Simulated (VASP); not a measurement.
# Be4Se3 (P-6m2) in VASP: relaxation of cell and atoms with PBE

Aim: the relaxation of cell and atoms of Be4Se3 with PBE.

All numbers are computed with VASP 6.6.1; they aren't measurements. Logs are shortened: lines on timing, memory, paths and dates and some standing lists are left out, and cuts for length are marked.

### 1 The cell of the first run

It takes space group P-6m2 (No. 187, hexagonal). The conventional cell has a = 5.591 Å, b = 5.591 Å, c = 4.146 Å, α = 90.00°, β = 90.00°, γ = 120.00°. Be (site symmetry mm2) has 2 Se at 1.48 Å and 1 Be at 1.55 Å within 2.0 Å. Within 2.1 Å of Be (site symmetry -6m2) lie 3 Be at 1.55 Å. Within 2.0 Å of Se (site symmetry mm2) lie 2 Be at 1.48 Å and 2 Se at 1.89 Å.

The cell was generated, and may not be a known phase.

### 2 Relaxation of cell and atoms, PBE

Contents of INCAR:

```
PREC     = Accurate       # precision mode
ENCUT    = 600            # plane-wave cutoff, eV
EDIFF    = 1E-6           # SCF threshold, eV
ISMEAR   = 0              # smearing method
SIGMA    = 0.2            # smearing width, eV
LREAL    = False          # projectors in reciprocal space
LASPH    = True           # aspherical terms in the spheres
NELM     = 100            # most SCF steps
ALGO     = Normal         # electronic algorithm
ISIF     = 3              # what is computed and relaxed
LWAVE    = False          # write WAVECAR
LCHARG   = False          # write CHGCAR
GGA      = PE             # functional
IBRION   = 2              # ionic algorithm
NSW      = 36             # ionic steps
EDIFFG   = -0.08          # ionic threshold
```

Contents of KPOINTS:

```
regular mesh
0
Gamma
  4 4 4
```

Contents of POSCAR:

```
Be4Se3
1.0
    5.5909044300      0.0000000000      0.0000000000
   -2.7954522200      4.8418652700      0.0000000000
    0.0000000000      0.0000000000      4.1462442700
Be Se
4 3
Direct
    0.5067236600      0.4932763400      0.5000000000
    0.5067236600      0.0134473300      0.5000000000
    0.9865526700      0.4932763400      0.5000000000
    0.6666666700      0.3333333300      0.5000000000
    0.2203608200      0.7796391800      0.5000000000
    0.2203608200      0.4407216500      0.5000000000
    0.5592783500      0.7796391800      0.5000000000
```

Potentials or basis: VASP PAW PBE potentials, release 64 (Be, Se).

Command:

```bash
cat potpaw_PBE.64/Be/POTCAR potpaw_PBE.64/Se/POTCAR > POTCAR
mpirun -np 1 vasp_std > vasp.out
```

OUTCAR:

```text
PREC = Accurate
   ENCUT = 600
   EDIFF = 1E-6
   ISMEAR = 0
   LREAL = False
   LASPH = True
   NELM = 100
   ISIF = 3
   GGA = PE
   IBRION = 2
   NSW = 36
   EDIFFG = -0.08

 ion  position               nearest neighbor table
   1  0.507  0.493  0.500-   6 1.48   7 1.48   4 1.55
   2  0.507  0.013  0.500-   5 1.48   7 1.48   4 1.55
   3  0.987  0.493  0.500-   6 1.48   5 1.48   4 1.55
   4  0.667  0.333  0.500-   3 1.55   2 1.55   1 1.55
   5  0.220  0.780  0.500-   2 1.48   3 1.48   7 1.89   6 1.89
   6  0.220  0.441  0.500-   1 1.48   3 1.48   7 1.89   5 1.89
   7  0.559  0.780  0.500-   2 1.48   1 1.48   5 1.89   6 1.89

  LATTYP: Found a hexagonal cell.
 ALAT       =     5.5909044300
 C/A-ratio  =     0.7416052844

  Lattice vectors:

 A1 = (   5.5909044300,   0.0000000000,   0.0000000000)
 A2 = (  -2.7954522200,   4.8418652700,   0.0000000000)
 A3 = (   0.0000000000,   0.0000000000,   4.1462442700)

Analysis of symmetry for initial positions (statically):
=====================================================================
 Subroutine PRICEL returns:
 Original cell was already a primitive cell.

 Routine SETGRP: Setting up the symmetry group for a
 hexagonal supercell.

 Subroutine GETGRP returns: Found 12 space group operations
 (whereof 12 operations were pure point group operations)
 out of a pool of 24 trial point group operations.

The static configuration has the point symmetry D_3h.

Analysis of symmetry for dynamics (positions and initial velocities):
=====================================================================
 Subroutine PRICEL returns:
 Original cell was already a primitive cell.

 Routine SETGRP: Setting up the symmetry group for a
 hexagonal supercell.

 Subroutine GETGRP returns: Found 12 space group operations
 (whereof 12 operations were pure point group operations)
 out of a pool of 24 trial point group operations.

The dynamic configuration has the point symmetry D_3h.

 Subroutine INISYM returns: Found 12 space group operations
 (whereof 12 operations are pure point group operations),
 and found     1 'primitive' translations

----------------------------------------------------------------------------------------

                                     Primitive cell

  volume of cell :     112.2405

  direct lattice vectors                    reciprocal lattice vectors
     5.590904430  0.000000000  0.000000000     0.178861938  0.103265988  0.000000000
    -2.795452220  4.841865270  0.000000000     0.000000000  0.206531976  0.000000000
     0.000000000  0.000000000  4.146244270     0.000000000  0.000000000  0.241182124
[... 66 lines left out ...]
   dimension x,y,z NGX =    48 NGY =   48 NGZ =   36
   dimension x,y,z NGXF=    96 NGYF=   96 NGZF=   72
   ions per type =               4   3
   NGX,Y,Z   is equivalent  to a cutoff of  14.27, 14.27, 14.43 a.u.
   NGXF,Y,Z  is equivalent  to a cutoff of  28.55, 28.55, 28.87 a.u.
 SYSTEM =  unknown system
   PREC   = accura    normal or accurate (medium, high low for compatibility)
   ISTART =      0    job   : 0-new  1-cont  2-samecut
   ICHARG =      2    charge: 1-file 2-atom 10-const
   ISPIN  =      1    spin polarized calculation?
   LNONCOLLINEAR =      F non collinear calculations
   LSORBIT =      F    spin-orbit coupling
   LASPH  =      T    aspherical Exc in radial PAW
   ENCUT  =  600.0 eV  44.10 Ry    6.64 a.u.  11.17 11.17  8.28*2*pi/ulx,y,z
   NELM   =    100;   NELMIN=  2; NELMDL= -5     # of ELM steps
   EDIFF  = 0.1E-05   stopping-criterion for ELM
   LREAL  =      F    real-space projection
   EDIFFG = -.8E-01   stopping-criterion for IOM
   NSW    =     36    number of steps for IOM
   IBRION =      2    ionic relax: 0-MD 1-quasi-New 2-CG
   NFREE  =      1    steps in history (QN), initial steepest desc. (CG)
   ISIF   =      3    stress and relaxation
   ISYM   =      2    0-nonsym 1-usesym 2-fastsym
   POTIM  = 0.5000    time-step for ionic-motion
   TEBEG  =    0.0;   TEEND  =   0.0 temperature during run
   PSTRESS=    0.0 pullay stress
   NELECT =      26.0000    total number of electrons
   NUPDOWN=      -1.0000    fix difference up-down
   EMIN   =  10.00;   EMAX   =-10.00  energy-range for DOS
   EFERMI =   0.00;   METHOD = LEGACY
   ISMEAR =     0;   SIGMA  =   0.20  broadening in eV -4-tet -1-fermi 0-gaus
   EFERMI_NEDOS =   21; number of points for ismear=-14 and -15
   IALGO  =     38    algorithm
   IMIX   =      4    mixing-type and parameters
     AMIX     =   0.40;   BMIX     =  1.00
     AMIX_MAG =   1.60;   BMIX_MAG =  1.00
  volume/ion in A,a.u.               =      16.03       108.21
  Fermi-wavevector in a.u.,A,eV,Ry     =   1.005424  1.899977 13.753832  1.010878
  Thomas-Fermi vector in A             =   2.138103
   LORBIT       =      0    0 simple, 1 ext, 2 COOP (PROOUT), +10 PAW based schemes
   GGA     = PE    functional components
   LHFCALC =     F    Hartree Fock is set to
   AEXX    =    0.0000 exact exchange contribution
   IVDW    =     0    specifies the selected vdW correction
   LEPSILON=     F    determine dielectric tensor
   LRPA    =     F    only Hartree local field effects (RPA)
 conjugate gradient relaxation of ions
 non-spin polarized calculation
 Gauss-broadening in eV      SIGMA  =   0.20
  energy-cutoff  :      600.00
  volume of cell :      112.24
 maximum number of plane-waves:      3779
 NGX is ok and might be reduce to    48
   NGX = 23   NGY = 23   NGZ = 17

--------------------------------------- Ionic step        1  -------------------------------------------

 number of electron      26.0000000 magnetization

 Free energy of the ion-electron system (eV)
  ---------------------------------------------------
  ext. energy  EPLUGINS =         0.00000000
  ---------------------------------------------------
  free energy    TOTEN  =        25.18965102 eV

  energy without entropy =       25.24638790  energy(sigma->0) =       25.21801946

 E-fermi :   4.9133     XC(G=0):  -8.4742

 val. band max:        4.7914060619   @ k =   0.2500   0.2500   0.0000
 cond. band min:       4.9260337392   @ k =   0.0000   0.0000   0.2500
 fundamental gap:      0.1346276772
 Fermi energy:         4.9132510992
[... 592 lines left out ...]
      4      -4.2522      2.00000
      5      -3.9241      2.00000
      6      -3.1638      2.00000
[... 9 lines left out ...]
     16       0.3927      0.00000
     17       1.8097      0.00000

[... ionic steps 4 to 26 ...]

--------------------------------------- Ionic step       27  -------------------------------------------

 number of electron      25.9999999 magnetization

------------------------ aborting loop because EDIFF is reached ----------------------------------------
[... 77 lines left out ...]
--------------------------------------- Ionic step       29  -------------------------------------------

 number of electron      26.0000003 magnetization

 Free energy of the ion-electron system (eV)
  ---------------------------------------------------
  ext. energy  EPLUGINS =         0.00000000
  ---------------------------------------------------
  free energy    TOTEN  =       -23.73306768 eV

  energy without entropy =      -23.69757648  energy(sigma->0) =      -23.71532208

 E-fermi :   2.5850     XC(G=0):  -8.8171

 val. band max:        2.4410953991   @ k =   0.0000   0.0000   0.5000
 cond. band min:       2.5908053699   @ k =   0.2500   0.2500   0.5000
 fundamental gap:      0.1497099708
 Fermi energy:         2.5850456994
[... 272 lines left out ...]
  FREE ENERGIE OF THE ION-ELECTRON SYSTEM (eV)
  ---------------------------------------------------
  free  energy   TOTEN  =       -23.7330676756 eV

  energy  without entropy=      -23.6975764816  energy(sigma->0) =      -23.71532208

 reached required accuracy - stopping structural energy minimisation
```

OSZICAR:

```text
N       E                     dE             d eps       ncg     rms          rms(c)
DAV:   1     0.237748164459E+03    0.23775E+03   -0.12380E+04   408   0.145E+03
DAV:   2     0.265846887700E+02   -0.21116E+03   -0.20821E+03   559   0.277E+02
DAV:   3     0.111968492647E+02   -0.15388E+02   -0.15103E+02   501   0.865E+01
[... 431 lines left out ...]
DAV:   3    -0.237331838828E+02    0.18717E-02   -0.93153E-03   446   0.458E-01    0.837E-02
DAV:   4    -0.237330963926E+02    0.87490E-04   -0.59901E-04   463   0.134E-01    0.412E-02
DAV:   5    -0.237330684175E+02    0.27975E-04   -0.10937E-04   573   0.576E-02    0.228E-02
DAV:   6    -0.237330679132E+02    0.50426E-06   -0.10301E-05   446   0.183E-02    0.459E-03
DAV:   7    -0.237330676756E+02    0.23763E-06   -0.24369E-06   291   0.864E-03
  29 F= -.23733068E+02 E0= -.23715322E+02  d E =-.631805E-02
```

CONTCAR:

```text
Be4Se3
   1.00000000000000
     7.3664760799477671   -0.0000000017034614    0.0000000000000000
    -3.6832380480370359    6.3795554291128784   -0.0000000000000000
     0.0000000000000000   -0.0000000000000000    2.8895777752274978
  Be              Se
     4     3
Direct
     0.4792733087867985    0.5207266911932070    0.5000000000000000
     0.4792733087886870    0.9585466275954811    0.5000000000000000
     0.0414533724245134    0.5207266912113128    0.5000000000000000
     0.6666666699999979    0.3333333300000021    0.5000000000000000
     0.1535761362726380    0.8464238638694224    0.5000000000000000
     0.1535761362592182    0.3071522823897898    0.5000000000000000
     0.6928477174681500    0.8464238637407822    0.5000000000000000

  0.00000000E+00  0.00000000E+00  0.00000000E+00
  0.00000000E+00  0.00000000E+00  0.00000000E+00
  0.00000000E+00  0.00000000E+00  0.00000000E+00
  0.00000000E+00  0.00000000E+00  0.00000000E+00
  0.00000000E+00  0.00000000E+00  0.00000000E+00
  0.00000000E+00  0.00000000E+00  0.00000000E+00
  0.00000000E+00  0.00000000E+00  0.00000000E+00
```

Run time: 26 min. Hardware: 1 thread of AMD EPYC 7R13, shared host; peak memory 0.3 GiB.

Results:

```yaml
Free_energy: -23.7331 eV
Relaxed_volume: 19.40 Å³/atom
Relaxed_cell: a = 7.366 Å, b = 7.366 Å, c = 2.890 Å, α = 90.00°, β = 90.00°, γ = 120.00°
Space_group_after_relaxing_to_0.1_Å: P-6m2 (No. 187)
Pressure_after_relaxing: 0.2 GPa
Largest_force_after_relaxing: 0.056 eV/Å
Band_gap_on_the_k_mesh: zero (bands 13 and 14 overlap by 2.85 eV)
```

Forces on the atoms (eV/Å):
```
Be   0.049 -0.028  0.000
Be   0.000  0.056  0.000
Be  -0.049 -0.028  0.000
Be   0.000  0.000  0.000
Se   0.018 -0.010  0.000
Se   0.000  0.021  0.000
Se  -0.018 -0.010  0.000
```

Stress tensor (GPa, compression positive):
```
 0.36  0.00  0.00
 0.00  0.36  0.00
 0.00  0.00 -0.19
```

Final structure:
```cif
data_structure
_symmetry_space_group_name_H-M 'P 1'
_symmetry_Int_Tables_number 1
_cell_length_a 7.3665
_cell_length_b 7.3665
_cell_length_c 2.8896
_cell_angle_alpha 90.000
_cell_angle_beta 90.000
_cell_angle_gamma 120.000
_cell_volume 135.80
loop_
_atom_site_label
_atom_site_type_symbol
_atom_site_fract_x
_atom_site_fract_y
_atom_site_fract_z
_atom_site_occupancy
Be1 Be 0.47927 0.52073 0.50000 1
Be2 Be 0.47927 0.95855 0.50000 1
Be3 Be 0.04145 0.52073 0.50000 1
Be4 Be 0.66667 0.33333 0.50000 1
Se1 Se 0.15358 0.84642 0.50000 1
Se2 Se 0.15358 0.30715 0.50000 1
Se3 Se 0.69285 0.84642 0.50000 1
```

Levels at points of the mesh, in eV from the Fermi level:
```
           k point  band 10  band 11  band 12  band 13  band 14  band 15  band 16  band 17
(0.00, 0.00, 0.00)    -2.15     0.60     0.60     2.12     2.84     2.84     3.05     3.05
(0.50, 0.00, 0.00)    -2.30    -1.42     0.16     2.31     2.61     2.83     3.37     4.40
(0.00, 0.00, 0.50)    -2.28    -1.02    -0.71    -0.71    -0.14     0.59     0.59     1.99
(0.50, 0.00, 0.50)    -2.64    -2.01    -0.82    -0.76     0.07     0.89     1.09     2.11
```

Caveat: the k points lie up to 0.54 Å⁻¹ apart in the final cell, too coarse for converged energies and pressures of a metal; the volume moved by over 15 % at a fixed basis, so the end points are rough; the relaxation stopped at a loose force limit of 0.08 eV/Å, so its end isn't a converged minimum.

The gap in the log of VASP goes by the Fermi energy; the results here count the filled bands.